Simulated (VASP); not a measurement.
# Ge (Imma) in VASP: a series of runs, part 2 of 2

VASP 6.6.1.

## Step 4: Single point, PBEsol (strain -0.015 along x and y, +0.030 along z)

INCAR reads:

```
SYSTEM = Ge
PREC     = Accurate       ! precision mode
ENCUT    = 520            ! plane-wave cutoff, eV
EDIFF    = 1E-6           ! SCF threshold, eV
ISMEAR   = 0              ! smearing method
SIGMA    = 0.15           ! smearing width, eV
LREAL    = .False.        ! projectors in reciprocal space
LASPH    = .True.         ! aspherical terms in the spheres
NELM     = 80             ! most SCF steps
ALGO     = Normal         ! electronic algorithm
ISIF     = 2              ! what is computed and relaxed
LWAVE    = .False.        ! write WAVECAR
LCHARG   = .False.        ! write CHGCAR
GGA      = PS             ! functional
NBANDS   = 21             ! bands
```

KPOINTS reads:

```
regular mesh
0
Gamma
  20 20 20
  0 0 0
```

POSCAR reads:

```
Ge
1.0
   -2.4584595300      2.6111000550      1.4800554100
    2.4584595300     -2.6111000550      1.4800554100
    2.4584595300      2.6111000550     -1.4800554100
Ge
2
Direct
    0.1859430000      0.9359430000      0.2500000000
    0.8140570000      0.0640570000      0.7500000000
```

Potentials or basis: VASP PAW PBE potentials, release 64 (Ge_d).

Command:

```sh
$ cat potpaw_PBE.64/Ge_d/POTCAR > POTCAR
$ mpirun -np 1 vasp_std > vasp.out
```

OUTCAR:

```text
SYSTEM = Ge
   PREC = Accurate
   ENCUT = 520
   EDIFF = 1E-6
   ISMEAR = 0
   LREAL = .False.
   LASPH = .True.
   NELM = 80
   ISIF = 2
   GGA = PS

 ion  position               nearest neighbor table
   1  0.186  0.936  0.250-   2 2.64   2 2.64   2 2.69   2 2.69
   2  0.814  0.064  0.750-   1 2.64   1 2.64   1 2.69   1 2.69

  LATTYP: Found a body centered orthorhombic cell.
 ALAT       =     2.9601108200
 B/A-ratio  =     1.6610591153
 C/A-ratio  =     1.7641907440

  Lattice vectors:

 A1 = (   2.4584595300,  -2.6111000550,   1.4800554100)
 A2 = (  -2.4584595300,  -2.6111000550,  -1.4800554100)
 A3 = (   2.4584595300,   2.6111000550,  -1.4800554100)

Analysis of symmetry for initial positions (statically):
=====================================================================
 Subroutine PRICEL returns:
 Original cell was already a primitive cell.

 Routine SETGRP: Setting up the symmetry group for a
 body centered orthorhombic supercell.

 Subroutine GETGRP returns: Found  8 space group operations
 (whereof  4 operations were pure point group operations)
 out of a pool of  8 trial point group operations.

The static configuration has the point symmetry C_2h.
 The point group associated with its full space group is D_2h.

Analysis of symmetry for dynamics (positions and initial velocities):
=====================================================================
 Subroutine PRICEL returns:
 Original cell was already a primitive cell.

 Routine SETGRP: Setting up the symmetry group for a
 body centered orthorhombic supercell.

 Subroutine GETGRP returns: Found  8 space group operations
 (whereof  4 operations were pure point group operations)
 out of a pool of  8 trial point group operations.

The dynamic configuration has the point symmetry C_2h.
 The point group associated with its full space group is D_2h.

 Subroutine INISYM returns: Found  8 space group operations
 (whereof  4 operations are pure point group operations),
 and found     1 'primitive' translations

[... 108 lines left out ...]
   EFERMI =   0.00;   METHOD = LEGACY
   ISMEAR =     0;   SIGMA  =   0.15  broadening in eV -4-tet -1-fermi 0-gaus
   EFERMI_NEDOS =   21; number of points for ismear=-14 and -15
   IALGO  =     38    algorithm
   IMIX   =      4    mixing-type and parameters
     AMIX     =   0.40;   BMIX     =  1.00
     AMIX_MAG =   1.60;   BMIX_MAG =  1.00
  volume/ion in A,a.u.               =      19.00       128.23
  Fermi-wavevector in a.u.,A,eV,Ry     =   1.478607  2.794161 29.746114  2.186278
  Thomas-Fermi vector in A             =   2.592867
   LORBIT       =      0    0 simple, 1 ext, 2 COOP (PROOUT), +10 PAW based schemes
   GGA     = PS    functional components
   LHFCALC =     F    Hartree Fock is set to
   AEXX    =    0.0000 exact exchange contribution
   IVDW    =     0    specifies the selected vdW correction
   LEPSILON=     F    determine dielectric tensor
   LRPA    =     F    only Hartree local field effects (RPA)
 non-spin polarized calculation
 Gauss-broadening in eV      SIGMA  =   0.15
  energy-cutoff  :      520.00
  volume of cell :       38.00
 maximum number of plane-waves:      1042
 NGX is ok and might be reduce to    30
   NGX = 15   NGY = 15   NGZ = 15

 number of electron      27.9999989 magnetization

 Free energy of the ion-electron system (eV)
  ---------------------------------------------------
  ext. energy  EPLUGINS =         0.00000000
  ---------------------------------------------------
  free energy    TOTEN  =        -9.50819349 eV

  energy without entropy =       -9.49922663  energy(sigma->0) =       -9.50371006

 E-fermi :   6.3838     XC(G=0): -11.3410

 val. band max:        6.3812073810   @ k =   0.4500  -0.0500   0.0500
 cond. band min:       6.3842869402   @ k =  -0.4500   0.3500   0.0500
 fundamental gap:      0.0030795592
 Fermi energy:         6.3837834930

 k-point     1 :       0.0000    0.0000    0.0000
  band No.  band energies     occupation
      1     -18.2887      2.00000
      2     -18.1997      2.00000
      3     -18.1873      2.00000
      4     -18.1823      2.00000
      5     -18.1755      2.00000
      6     -18.1375      2.00000
[... 565 lines left out ...]
     20      15.6567      0.00000
     21      20.2820      0.00000

 [... further k-points ...]
[... 5 lines left out ...]
  --------------------------------------------------------------------------------------
  -------------------------------------------------------------------------------------
  Total       -0.4933167     -0.2157421     -0.9242625      0.0000000      0.0000000      0.0000000
  in kB      -20.7975364     -9.0953831    -38.9656012      0.0000000      0.0000000      0.0000000
  external PRESSURE =     -22.9528402 kB  Pullay stress =       0.0000000 kB

 VOLUME and BASIS-vectors are now :
 -----------------------------------------------------------------------------
  energy-cutoff  :      520.00
  volume of cell :       38.00
      direct lattice vectors                 reciprocal lattice vectors
    -2.458459530  2.611100055  1.480055410     0.000000000  0.191490173  0.337825190
     2.458459530 -2.611100055  1.480055410     0.203379390  0.000000000  0.337825190
     2.458459530  2.611100055 -1.480055410     0.203379390  0.191490173  0.000000000

 POSITION                                       TOTAL-FORCE (eV/Angst)
 -----------------------------------------------------------------------------------
      2.45846     -1.30555      1.29044         0.000000     -0.000000     -0.060987
     -0.00000      3.91665      0.18962        -0.000000      0.000000      0.060987
 -----------------------------------------------------------------------------------
    total drift:                                0.000000      0.000000      0.000000

  FREE ENERGIE OF THE ION-ELECTRON SYSTEM (eV)
  ---------------------------------------------------
  free  energy   TOTEN  =        -9.5081934899 eV

  energy  without entropy=       -9.4992266337  energy(sigma->0) =       -9.50371006
```

OSZICAR:

```text
N       E                     dE             d eps       ncg     rms          rms(c)
DAV:   1     0.173228601396E+03    0.17323E+03   -0.14227E+04 56172   0.377E+03
DAV:   2     0.141635975453E+02   -0.15907E+03   -0.15424E+03 49302   0.589E+02
DAV:   3    -0.889303745454E+01   -0.23057E+02   -0.22864E+02 55980   0.132E+02
DAV:   4    -0.954451018155E+01   -0.65147E+00   -0.65096E+00 54846   0.259E+01
DAV:   5    -0.955427161563E+01   -0.97614E-02   -0.97612E-02 55919   0.346E+00    0.210E+00
DAV:   6    -0.952107987871E+01    0.33192E-01   -0.33451E-02 66827   0.322E+00    0.114E+00
DAV:   7    -0.950863608790E+01    0.12444E-01   -0.19843E-02 66995   0.218E+00    0.132E-01
DAV:   8    -0.950818997654E+01    0.44611E-03   -0.28194E-03 60584   0.920E-01    0.417E-02
DAV:   9    -0.950819305952E+01   -0.30830E-05   -0.73117E-05 58040   0.102E-01    0.105E-02
DAV:  10    -0.950819348985E+01   -0.43033E-06   -0.41204E-06 55973   0.242E-02
   1 F= -.95081935E+01 E0= -.95037101E+01  d E =-.896686E-02
```

Run time: 11 min. Hardware: 1 thread of Intel Xeon 6975P-C, shared host; peak memory 0.76 GiB.

What came out:

| Item | Value |
| --- | --- |
| Free energy | -9.5082 eV |
| Pressure | -2.3 GPa |
| Largest force | 0.061 eV/Å |
| Band gap on the k mesh | zero (band 14 reaches 9.05 eV, above the bottom of band 15 at 3.00 eV) |

Forces in eV/Å, atoms in the order of the input:
```
Ge   0.000  0.000 -0.061
Ge   0.000  0.000  0.061
```

Stress tensor (GPa, compression positive):
```
-2.08  0.00  0.00
 0.00 -0.91  0.00
 0.00  0.00 -3.90
```

Caveat: the cell differs from its parent crystal (strain -0.015 along x and y, +0.030 along z); the PAW data sets were made with another functional, which shifts forces and pressure a little.

## Step 5: Single point, PBEsol (strain +0.015 along x and y, +0.000 along z)

INCAR reads:

```
PREC = Accurate ; ENCUT = 520
EDIFF = 1E-6 ; ISMEAR = 0
SIGMA = 0.15 ; LREAL = False
LASPH = True ; NELM = 80
ALGO = Normal ; ISIF = 2
LWAVE = False ; LCHARG = True
GGA = PS ; LELF = True
LVHAR = True ; NBANDS = 21
```

KPOINTS reads:

```
Automatic mesh
0
Gamma
  20 20 20
```

POSCAR reads:

```
Ge
1.0
   -2.5333364700      2.6906259450      1.4369470000
    2.5333364700     -2.6906259450      1.4369470000
    2.5333364700      2.6906259450     -1.4369470000
Ge
2
Direct
    0.1859430000      0.9359430000      0.2500000000
    0.8140570000      0.0640570000      0.7500000000
```

Potentials or basis: VASP PAW PBE potentials, release 64 (Ge_d).

Command:

```sh
$ cat potpaw_PBE.64/Ge_d/POTCAR > POTCAR
$ mpirun -np 1 vasp_std > vasp.out
```

OUTCAR:

```text
PREC = Accurate
   ENCUT = 520
   EDIFF = 1E-6
   ISMEAR = 0
   LREAL = False
   LASPH = True
   NELM = 80
   ISIF = 2
   GGA = PS

 ion  position               nearest neighbor table
   1  0.186  0.936  0.250-   2 2.72   2 2.72   2 2.75   2 2.75
   2  0.814  0.064  0.750-   1 2.72   1 2.72   1 2.75   1 2.75

  LATTYP: Found a body centered orthorhombic cell.
 ALAT       =     2.8738940000
 B/A-ratio  =     1.7629992408
 C/A-ratio  =     1.8724601151

  Lattice vectors:

 A1 = (   2.5333364700,  -2.6906259450,   1.4369470000)
 A2 = (  -2.5333364700,  -2.6906259450,  -1.4369470000)
 A3 = (   2.5333364700,   2.6906259450,  -1.4369470000)

Analysis of symmetry for initial positions (statically):
=====================================================================
 Subroutine PRICEL returns:
 Original cell was already a primitive cell.

 Routine SETGRP: Setting up the symmetry group for a
 body centered orthorhombic supercell.

 Subroutine GETGRP returns: Found  8 space group operations
[... 162 lines left out ...]
  ext. energy  EPLUGINS =         0.00000000
  ---------------------------------------------------
  free energy    TOTEN  =        -9.49057993 eV

  energy without entropy =       -9.48079731  energy(sigma->0) =       -9.48568862

 E-fermi :   6.0513     XC(G=0): -11.1917

 val. band max:        6.0501567873   @ k =   0.5000  -0.1000   0.0500
 cond. band min:       6.0519723098   @ k =   0.4000  -0.2000   0.1000
 fundamental gap:      0.0018155225
 Fermi energy:         6.0512692718

 k-point     1 :       0.0000    0.0000    0.0000
  band No.  band energies     occupation
      1     -18.5714      2.00000
      2     -18.5092      2.00000
      3     -18.5089      2.00000
      4     -18.4970      2.00000
      5     -18.4654      2.00000
      6     -18.4301      2.00000
[... 565 lines left out ...]
     20      14.9481      0.00000
     21      19.0104      0.00000

 [... further k-points ...]

------------------------ aborting loop because EDIFF is reached ----------------------------------------

  FORCE on cell =-STRESS in cart. coord.  units (eV):
  Direction    XX          YY          ZZ          XY          YZ          ZX
  --------------------------------------------------------------------------------------
  -------------------------------------------------------------------------------------
  Total       -0.9582747     -1.3527098     -0.9584300      0.0000000      0.0000000      0.0000000
  in kB      -39.1880509    -55.3182312    -39.1944016      0.0000000      0.0000000      0.0000000
  external PRESSURE =     -44.5668946 kB  Pullay stress =       0.0000000 kB

 VOLUME and BASIS-vectors are now :
 -----------------------------------------------------------------------------
  energy-cutoff  :      520.00
  volume of cell :       39.18
      direct lattice vectors                 reciprocal lattice vectors
    -2.533336470  2.690625945  1.436947000     0.000000000  0.185830364  0.347959946
     2.533336470 -2.690625945  1.436947000     0.197368177  0.000000000  0.347959946
     2.533336470  2.690625945 -1.436947000     0.197368177  0.185830364  0.000000000

 POSITION                                       TOTAL-FORCE (eV/Angst)
 -----------------------------------------------------------------------------------
      2.53334     -1.34531      1.25285         0.000000     -0.000000     -0.046761
      0.00000      4.03594      0.18409        -0.000000      0.000000      0.046761
 -----------------------------------------------------------------------------------
    total drift:                                0.000000      0.000000     -0.000000

  FREE ENERGIE OF THE ION-ELECTRON SYSTEM (eV)
  ---------------------------------------------------
  free  energy   TOTEN  =        -9.4905799334 eV

  energy  without entropy=       -9.4807973115  energy(sigma->0) =       -9.48568862
```

It took 7.2 min on 1 thread of Intel Xeon 6975P-C (Granite Rapids), shared host; peak memory 0.77 GiB.

What came out:

```
Free energy            : -9.4906 eV
Pressure               : -4.5 GPa
Largest force          : 0.047 eV/Å
Band gap on the k mesh : zero (band 14 reaches 8.31 eV, above the bottom of band 15 at 2.89 eV)
```

Forces on the atoms (eV/Å):
```
Ge   0.000  0.000 -0.047
Ge   0.000  0.000  0.047
```

Caveat: the cell differs from its parent crystal (strain +0.015 along x and y, +0.000 along z); the PAW data sets were made with another functional, which shifts forces and pressure a little.

## Step 6: Single point, PBEsol (strain -0.015 along x and y, +0.015 along z)

INCAR reads:

```
  PREC = Accurate
  ENCUT = 520
  EDIFF = 1E-6
  ISMEAR = 0
  SIGMA = 0.15
  LREAL = F
  LASPH = T
  NELM = 80
  ALGO = Normal
  ISIF = 2
  LWAVE = F
  LCHARG = T
  GGA = PS
  LELF = T
  LVHAR = T
  NBANDS = 21
```

KPOINTS is that of step 5.

POSCAR reads:

```
Ge
1.0
   -2.4584595300      2.6111000550      1.4585012050
    2.4584595300     -2.6111000550      1.4585012050
    2.4584595300      2.6111000550     -1.4585012050
Ge
2
Direct
    0.1859430000      0.9359430000      0.2500000000
    0.8140570000      0.0640570000      0.7500000000
```

Potentials or basis: VASP PAW PBE potentials, release 64 (Ge_d).

Command:

```sh
$ cat potpaw_PBE.64/Ge_d/POTCAR > POTCAR
$ mpirun -np 1 vasp_std > vasp.out
```

Wall time 17 min (1 thread of Oxide Virtual Turin-like, shared host); peak memory 0.71 GiB.

Results (log left out):

```
Free energy            : -9.5189 eV
Pressure               : -1.4 GPa
Largest force          : 0.055 eV/Å
Band gap on the k mesh : zero (band 14 reaches 9.19 eV, above the bottom of band 15 at 3.11 eV)
```

Forces on the atoms (eV/Å):
```
Ge   0.000  0.000 -0.055
Ge   0.000  0.000  0.055
```

Stress tensor (GPa, compression positive):
```
-1.04  0.00  0.00
 0.00 -0.56  0.00
 0.00  0.00 -2.58
```

Levels at points of the mesh, in eV from the Fermi level:
```csv
k point,band 11,band 12,band 13,band 14,band 15,band 16,band 17,band 18
"(0.00, 0.00, 0.00)",-13.23,-3.40,-2.21,-1.83,3.54,6.78,7.39,7.52
"(0.50, 0.00, 0.00)",-8.27,-7.16,-1.84,-1.44,-0.90,1.43,3.28,4.42
"(0.00, 0.50, 0.00)",-8.43,-6.05,-3.41,-2.17,-1.98,3.05,4.17,6.84
"(0.50, 0.50, 0.00)",-10.38,-10.38,0.84,0.84,2.60,2.60,6.32,6.32
"(0.50, 0.50, 0.50)",-8.97,-8.10,-5.93,-5.62,3.81,6.33,11.36,11.66
```

Caveat: the cell differs from its parent crystal (strain -0.015 along x and y, +0.015 along z); the PAW data sets were made with another functional, which shifts forces and pressure a little.

## Step 7: Overview

| cell | gap on the mesh (eV) | pressure (GPa) | largest force (eV/Å) |
| --- | --- | --- | --- |
| a = 3.922 Å, angles 101.0, 95.0, 136.3°, 2 atoms | none | -3.5 | 0.05 |
| a = 3.950 Å, angles 100.2, 94.1, 138.7°, 2 atoms | none | -2.5 | 0.05 |
| a = 3.880 Å, angles 101.4, 95.4, 135.1°, 2 atoms | none | -2.3 | 0.06 |
| a = 3.965 Å, angles 100.6, 94.5, 137.5°, 2 atoms | none | -4.5 | 0.05 |
| a = 3.872 Å, angles 101.2, 95.2, 135.7°, 2 atoms | none | -1.4 | 0.05 |

Alike in all rows: task single point; level PBEsol; potentials or basis VASP PAW PBE potentials, release 64 (Ge_d); no spin polarisation; k mesh 20 × 20 × 20; cutoff (eV) 520; smearing gaussian 0.15 eV.

Caveats: the PAW data sets were made with another functional, which shifts forces and pressure a little.

Total energies depend on the potentials used, so only differences within one code and one set of settings carry meaning.
